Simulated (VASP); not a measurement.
# Ag5P2O6 (C2/m) in VASP: relaxation of the atoms with PBE

Aim: the relaxation of the atoms of Ag5P2O6 with PBE.

All numbers are computed with VASP 6.6.1; they aren't measurements. Logs are shortened: lines on timing, memory, paths and dates and some standing lists are left out, and cuts for length are marked.

### 1 The cell of the first run

The typed cell holds 13 atoms: a = 5.749 Å, b = 5.749 Å, c = 6.227 Å, α = 90.00°, β = 90.00°, γ = 60.00°.

### 2 Relaxation of the atoms, PBE

Contents of INCAR:

```
PREC = Accurate
ENCUT = 520
EDIFF = 1E-7
ISMEAR = 0
SIGMA = 0.0216
LREAL = False
LASPH = True
NELM = 100
ALGO = Normal
ISIF = 2
LWAVE = False
LCHARG = False
GGA = PE
IBRION = 2
NSW = 60
EDIFFG = -0.01
KPAR = 4
```

Contents of KPOINTS:

```
Automatic mesh
0
Gamma
  5 5 4
```

Contents of POSCAR:

```
Ag5P2O6
1.0
    2.8742790000      4.9783940000      0.0000000000
   -2.8742790000      4.9783940000      0.0000000000
    0.0000000000      0.0000000000      6.2269840000
Ag P O
5 2 6
Direct
    0.0000000000      0.0000000000      0.2412000000
    0.0000000000      0.0000000000      0.7588000000
    0.5000000000      0.5000000000      0.0000000000
    0.0000000000      0.5000000000      0.0000000000
    0.5000000000      0.0000000000      0.0000000000
    0.6667000000      0.6666000000      0.5000000000
    0.3333000000      0.3334000000      0.5000000000
    0.6208000000      0.3792000000      0.6892000000
    0.0000000000      0.6208000000      0.6892000000
    0.3792000000      0.0000000000      0.6892000000
    0.0000000000      0.3792000000      0.3108000000
    0.3792000000      0.6208000000      0.3108000000
    0.6208000000      0.0000000000      0.3108000000
```

Potentials or basis: VASP PAW PBE potentials, release 64 (Ag, P, O).

The run is started by

```
$ cat potpaw_PBE.64/Ag/POTCAR potpaw_PBE.64/P/POTCAR potpaw_PBE.64/O/POTCAR > POTCAR
$ mpirun -np 4 vasp_std > vasp.out
```

OUTCAR:

```text
PREC = Accurate
   ENCUT = 520
   EDIFF = 1E-7
   ISMEAR = 0
   LREAL = False
   LASPH = True
   NELM = 100
   ISIF = 2
   GGA = PE
   IBRION = 2
   NSW = 60
   EDIFFG = -0.01

 ion  position               nearest neighbor table
   1  0.000  0.000  0.241-  11 2.22  13 2.22  12 2.22   2 3.00   2 3.22   5 3.24   4 3.24   4 3.24
                             5 3.24   3 3.24   3 3.24
   2  0.000  0.000  0.759-   9 2.22  10 2.22   8 2.22   1 3.00   1 3.22   4 3.24   5 3.24   4 3.24
                             5 3.24   3 3.24   3 3.24
   3  0.500  0.500  0.000-   8 2.06  12 2.06   4 2.87   5 2.87   5 2.87   4 2.87   1 3.24   1 3.24
                             2 3.24   2 3.24
   4  0.000  0.500  0.000-   9 2.06  11 2.06   3 2.87   3 2.87   5 2.87   5 2.87   2 3.24   2 3.24
                             1 3.24   1 3.24
   5  0.500  0.000  0.000-  10 2.06  13 2.06   3 2.87   3 2.87   4 2.87   4 2.87   1 3.24   1 3.24
                             2 3.24   2 3.24
   6  0.667  0.667  0.500-   8 2.15  11 2.15  12 2.15   9 2.15  13 2.15  10 2.15
   7  0.333  0.333  0.500-  12 2.15   9 2.15   8 2.15  11 2.15  10 2.15  13 2.15
   8  0.621  0.379  0.689-   3 2.06   6 2.15   7 2.15   2 2.22
   9  0.000  0.621  0.689-   4 2.06   7 2.15   6 2.15   2 2.22
  10  0.379  0.000  0.689-   5 2.06   7 2.15   6 2.15   2 2.22
  11  0.000  0.379  0.311-   4 2.06   6 2.15   7 2.15   1 2.22
  12  0.379  0.621  0.311-   3 2.06   7 2.15   6 2.15   1 2.22
  13  0.621  0.000  0.311-   5 2.06   6 2.15   7 2.15   1 2.22

  LATTYP: Found a hexagonal cell.
 ALAT       =     5.7485551740
 C/A-ratio  =     1.0832259257

  Lattice vectors:

 A1 = (   2.8742790000,  -4.9783940000,   0.0000000000)
 A2 = (   2.8742790000,   4.9783940000,   0.0000000000)
 A3 = (   0.0000000000,   0.0000000000,   6.2269840000)

Analysis of symmetry for initial positions (statically):
=====================================================================
 Subroutine PRICEL returns:
 Original cell was already a primitive cell.

 Routine SETGRP: Setting up the symmetry group for a
 hexagonal supercell.

 Subroutine GETGRP returns: Found  4 space group operations
 (whereof  4 operations were pure point group operations)
 out of a pool of 24 trial point group operations.

The static configuration has the point symmetry C_2h.

Analysis of symmetry for dynamics (positions and initial velocities):
=====================================================================
 Subroutine PRICEL returns:
 Original cell was already a primitive cell.

 Routine SETGRP: Setting up the symmetry group for a
 hexagonal supercell.

 Subroutine GETGRP returns: Found  4 space group operations
 (whereof  4 operations were pure point group operations)
 out of a pool of 24 trial point group operations.

The dynamic configuration has the point symmetry C_2h.

 Subroutine INISYM returns: Found  4 space group operations
 (whereof  4 operations are pure point group operations),
 and found     1 'primitive' translations

----------------------------------------------------------------------------------------

                                     Primitive cell

  volume of cell :     178.2075

  direct lattice vectors                    reciprocal lattice vectors
     2.874279000  4.978394000  0.000000000     0.173956669  0.100433995  0.000000000
    -2.874279000  4.978394000  0.000000000    -0.173956669  0.100433995  0.000000000
     0.000000000  0.000000000  6.226984000     0.000000000  0.000000000  0.160591387

  length of vectors
     5.748555174  5.748555174  6.226984000     0.200867892  0.200867892  0.160591387

  position of ions in fractional coordinates (direct lattice)
     0.000000000  0.000000000  0.241200000
     0.000000000  0.000000000  0.758800000
     0.500000000  0.500000000  0.000000000
     0.000000000  0.500000000  0.000000000
     0.500000000  0.000000000  0.000000000
     0.666700000  0.666600000  0.500000000
     0.333300000  0.333400000  0.500000000
     0.620800000  0.379200000  0.689200000
     0.000000000  0.620800000  0.689200000
     0.379200000  0.000000000  0.689200000
     0.000000000  0.379200000  0.310800000
     0.379200000  0.620800000  0.310800000
     0.620800000  0.000000000  0.310800000

  ion indices of the primitive-cell ions
   primitive index   ion index
                 1           1
                 2           2
                 3           3
                 4           4
                 5           5
                 6           6
                 7           7
                 8           8
                 9           9
                10          10
                11          11
                12          12
                13          13

----------------------------------------------------------------------------------------

 KPOINTS: Automatic mesh

Automatic generation of k-mesh.
 Grid dimensions read from file:
 generate k-points for:    5    5    4

 Generating k-lattice:

  Cartesian coordinates                     Fractional coordinates (reciprocal lattice)
     0.034791334  0.020086799  0.000000000     0.200000000  0.000000000  0.000000000
    -0.034791334  0.020086799  0.000000000     0.000000000  0.200000000  0.000000000
     0.000000000  0.000000000  0.040147847     0.000000000  0.000000000  0.250000000

  Length of vectors
     0.040173578  0.040173578  0.040147847

  Shift w.r.t. Gamma in fractional coordinates (k-lattice)
     0.000000000  0.000000000  0.000000000

 Subroutine IBZKPT returns following result:
 ===========================================

 Found     33 irreducible k-points:

 Following reciprocal coordinates:
            Coordinates               Weight
  0.000000  0.000000  0.000000      1.000000
  0.200000  0.000000  0.000000      4.000000
  0.000000  0.200000  0.000000      2.000000
  0.400000 -0.000000  0.000000      4.000000
 -0.000000  0.400000  0.000000      2.000000
  0.400000  0.200000  0.000000      2.000000
[... 16 lines left out ...]
 -0.200000  0.400000  0.250000      2.000000
  0.200000 -0.400000  0.250000      2.000000
 [... further k-points ...]
   k-points           NKPTS =     33   k-points in BZ     NKDIM =     33   number of bands    NBANDS=     60
   number of dos      NEDOS =    301   number of ions     NIONS =     13
   total plane-waves  NPLWV = 110592
   dimension x,y,z NGX =    48 NGY =   48 NGZ =   48
   dimension x,y,z NGXF=    96 NGYF=   96 NGZF=   96
   ions per type =               5   2   6
   NGX,Y,Z   is equivalent  to a cutoff of  13.88, 13.88, 12.81 a.u.
   NGXF,Y,Z  is equivalent  to a cutoff of  27.76, 27.76, 25.63 a.u.
 SYSTEM =  unknown system
   PREC   = accura    normal or accurate (medium, high low for compatibility)
   ISTART =      0    job   : 0-new  1-cont  2-samecut
   ICHARG =      2    charge: 1-file 2-atom 10-const
   ISPIN  =      1    spin polarized calculation?
   LNONCOLLINEAR =      F non collinear calculations
   LSORBIT =      F    spin-orbit coupling
   LASPH  =      T    aspherical Exc in radial PAW
   ENCUT  =  520.0 eV  38.22 Ry    6.18 a.u.  10.69 10.69 11.58*2*pi/ulx,y,z
   NELM   =    100;   NELMIN=  2; NELMDL= -5     # of ELM steps
   EDIFF  = 0.1E-06   stopping-criterion for ELM
   LREAL  =      F    real-space projection
   EDIFFG = -.1E-01   stopping-criterion for IOM
   NSW    =     60    number of steps for IOM
   IBRION =      2    ionic relax: 0-MD 1-quasi-New 2-CG
   NFREE  =      1    steps in history (QN), initial steepest desc. (CG)
   ISIF   =      2    stress and relaxation
   ISYM   =      2    0-nonsym 1-usesym 2-fastsym
   POTIM  = 0.5000    time-step for ionic-motion
   TEBEG  =    0.0;   TEEND  =   0.0 temperature during run
   PSTRESS=    0.0 pullay stress
   NELECT =     101.0000    total number of electrons
   NUPDOWN=      -1.0000    fix difference up-down
   EMIN   =  10.00;   EMAX   =-10.00  energy-range for DOS
   EFERMI =   0.00;   METHOD = LEGACY
   ISMEAR =     0;   SIGMA  =   0.02  broadening in eV -4-tet -1-fermi 0-gaus
   EFERMI_NEDOS =   21; number of points for ismear=-14 and -15
   IALGO  =     38    algorithm
   IMIX   =      4    mixing-type and parameters
     AMIX     =   0.40;   BMIX     =  1.00
     AMIX_MAG =   1.60;   BMIX_MAG =  1.00
  volume/ion in A,a.u.               =      13.71        92.51
  Fermi-wavevector in a.u.,A,eV,Ry     =   1.354794  2.560190 24.973047  1.835467
  Thomas-Fermi vector in A             =   2.481936
   LORBIT       =      0    0 simple, 1 ext, 2 COOP (PROOUT), +10 PAW based schemes
   GGA     = PE    functional components
   LHFCALC =     F    Hartree Fock is set to
   AEXX    =    0.0000 exact exchange contribution
   IVDW    =     0    specifies the selected vdW correction
   LEPSILON=     F    determine dielectric tensor
   LRPA    =     F    only Hartree local field effects (RPA)
 conjugate gradient relaxation of ions
 non-spin polarized calculation
 Gauss-broadening in eV      SIGMA  =   0.02
  energy-cutoff  :      520.00
  volume of cell :      178.21
 maximum number of plane-waves:      4824
 NGX is ok and might be reduce to    48
   NGX = 21   NGY = 21   NGZ = 23

--------------------------------------- Ionic step        1  -------------------------------------------

 number of electron     101.0000002 magnetization

 Free energy of the ion-electron system (eV)
  ---------------------------------------------------
  ext. energy  EPLUGINS =         0.00000000
  ---------------------------------------------------
  free energy    TOTEN  =       -57.80640269 eV

  energy without entropy =      -57.80432111  energy(sigma->0) =      -57.80536190

------------------------ aborting loop because EDIFF is reached ----------------------------------------

  FORCE on cell =-STRESS in cart. coord.  units (eV):
  Direction    XX          YY          ZZ          XY          YZ          ZX
  --------------------------------------------------------------------------------------
  -------------------------------------------------------------------------------------
  Total       -4.2817888     -4.2838021     -0.1629187     -0.0017485      0.0015003      0.0008662
  in kB      -38.4954932    -38.5135942     -1.4647236     -0.0157196      0.0134885      0.0077878
  external PRESSURE =     -26.1579370 kB  Pullay stress =       0.0000000 kB
[... 122 lines left out ...]
  FREE ENERGIE OF THE ION-ELECTRON SYSTEM (eV)
  ---------------------------------------------------
  free  energy   TOTEN  =       -58.9606523920 eV

  energy  without entropy=      -58.9590290967  energy(sigma->0) =      -58.95984074

[... ionic steps 4 to 8 ...]

--------------------------------------- Ionic step        9  -------------------------------------------

 number of electron     100.9999983 magnetization

------------------------ aborting loop because EDIFF is reached ----------------------------------------

  FORCE on cell =-STRESS in cart. coord.  units (eV):
  Direction    XX          YY          ZZ          XY          YZ          ZX
  --------------------------------------------------------------------------------------
  -------------------------------------------------------------------------------------
  Total      -12.7191251    -12.7254736      4.6678348     -0.0055124      0.0036057      0.0020817
  in kB     -114.3515059   -114.4085826     41.9662462     -0.0495597      0.0324167      0.0187157
  external PRESSURE =     -62.2646141 kB  Pullay stress =       0.0000000 kB
[... 79 lines left out ...]
  energy  without entropy=      -59.0844269012  energy(sigma->0) =      -59.08468130

--------------------------------------- Ionic step       11  -------------------------------------------

 number of electron     100.9999984 magnetization

 Free energy of the ion-electron system (eV)
  ---------------------------------------------------
  ext. energy  EPLUGINS =         0.00000000
  ---------------------------------------------------
  free energy    TOTEN  =       -59.08505911 eV

  energy without entropy =      -59.08455301  energy(sigma->0) =      -59.08480606

 E-fermi :   6.5488     XC(G=0): -11.1376

 val. band max:        6.4606820699   @ k =   0.0000   0.0000   0.0000
 cond. band min:       6.5643819792   @ k =   0.4000  -0.0000   0.5000
 fundamental gap:      0.1036999093
 Fermi energy:         6.5488009692

 k-point     1 :       0.0000    0.0000    0.0000
  band No.  band energies     occupation
      1     -14.5234      2.00000
      2     -13.1642      2.00000
      3     -13.1612      2.00000
      4     -12.4402      2.00000
      5     -12.0064      2.00000
      6     -12.0049      2.00000
[... 1501 lines left out ...]
     59      10.9554      0.00000
     60      11.1348      0.00000

 [... further k-points ...]

------------------------ aborting loop because EDIFF is reached ----------------------------------------

  FORCE on cell =-STRESS in cart. coord.  units (eV):
  Direction    XX          YY          ZZ          XY          YZ          ZX
  --------------------------------------------------------------------------------------
  -------------------------------------------------------------------------------------
  Total      -12.7489092    -12.7616016      4.4941935     -0.0110064      0.0162381      0.0093750
  in kB     -114.6192802   -114.7333915     40.4051211     -0.0989534      0.1459890      0.0842865
  external PRESSURE =     -62.9825169 kB  Pullay stress =       0.0000000 kB
[... 28 lines left out ...]
  FREE ENERGIE OF THE ION-ELECTRON SYSTEM (eV)
  ---------------------------------------------------
  free  energy   TOTEN  =       -59.0850591110 eV

  energy  without entropy=      -59.0845530074  energy(sigma->0) =      -59.08480606

 reached required accuracy - stopping structural energy minimisation
```

Wall time 16 min (4 MPI ranks of Intel Xeon Platinum 8259CL at 2.50GHz (Skylake/Cascade Lake), shared host); peak memory 0.52 GiB.

What came out:

| Quantity | Value |
| --- | --- |
| Free energy | -59.0851 eV |
| Energy gained by relaxing | 98.4 meV/atom |
| Ionic steps | 11 |
| Pressure after relaxing | -6.3 GPa |
| Largest force after relaxing | 0.010 eV/Å |
| Band gap on the k mesh | zero (an odd number of electrons rules out a gap without spin polarisation) |

Forces on the atoms (eV/Å):
```
Ag   0.000  0.000  0.006
Ag   0.000  0.000 -0.006
Ag   0.000  0.000  0.000
Ag   0.000  0.000  0.000
Ag   0.000  0.000  0.000
P    0.005 -0.003  0.000
P   -0.005  0.003  0.000
O    0.000  0.002  0.010
O    0.001  0.001  0.010
O    0.002  0.003  0.001
O   -0.001 -0.001 -0.010
O    0.000 -0.002 -0.010
O   -0.002 -0.003 -0.001
```

Step by step:
| step | energy change (eV) | largest force (eV/Å) | pressure (GPa) |
| --- | --- | --- | --- |
| 1 | 0.0000 | 1.9669 | -2.62 |
| 2 | -0.8491 | 1.0058 | -4.58 |
| 3 | -1.1542 | 0.3626 | -5.88 |
| 4 | -1.1719 | 0.4646 | -6.27 |
| 5 | -1.2143 | 0.4163 | -6.33 |
| 6 | -1.2745 | 0.0923 | -6.10 |
| 7 | -1.2775 | 0.0460 | -6.19 |
| 8 | -1.2775 | 0.0456 | -6.19 |
| 9 | -1.2784 | 0.0221 | -6.23 |
| 10 | -1.2785 | 0.0237 | -6.26 |
| 11 | -1.2787 | 0.0096 | -6.30 |

Final structure:
```
Ag P O
1.0
     2.87428    4.97839    0.00000
    -2.87428    4.97839    0.00000
     0.00000    0.00000    6.22698
Ag P O
5 2 6
Cartesian
  2.8742 4.9782 1.3539
  0.0001 0.0002 4.8731
  0.0000 4.9784 0.0000
  1.4371 7.4676 0.0000
  1.4371 2.4892 0.0000
  0.0003 6.6377 3.1135
  -0.0003 3.3191 3.1135
  0.5446 4.9791 4.1153
  -1.7089 2.9612 4.1153
  -1.7094 6.9960 4.1161
  1.7089 6.9956 2.1117
  -0.5446 4.9777 2.1117
  1.7094 2.9608 2.1109
```

Levels at points of the mesh, in eV from the Fermi level:
| k point | band 46 | band 47 | band 48 | band 49 | band 50 | band 51 | band 52 | band 53 | band 54 | band 55 |
| --- | --- | --- | --- | --- | --- | --- | --- | --- | --- | --- |
| (0.00, 0.00, 0.00) | -2.53 | -2.52 | -2.45 | -1.70 | -1.70 | -0.09 | 0.22 | 0.88 | 2.41 | 3.08 |
| (0.00, 0.00, 0.50) | -2.49 | -2.32 | -2.31 | -1.28 | -1.28 | 0.34 | 1.11 | 1.76 | 1.93 | 1.94 |

Caveat: an odd number of electrons without spin polarisation forces a metal; a magnetic or distorted state may lie lower.

The gap in the log of VASP goes by the Fermi energy; the results here count the filled bands.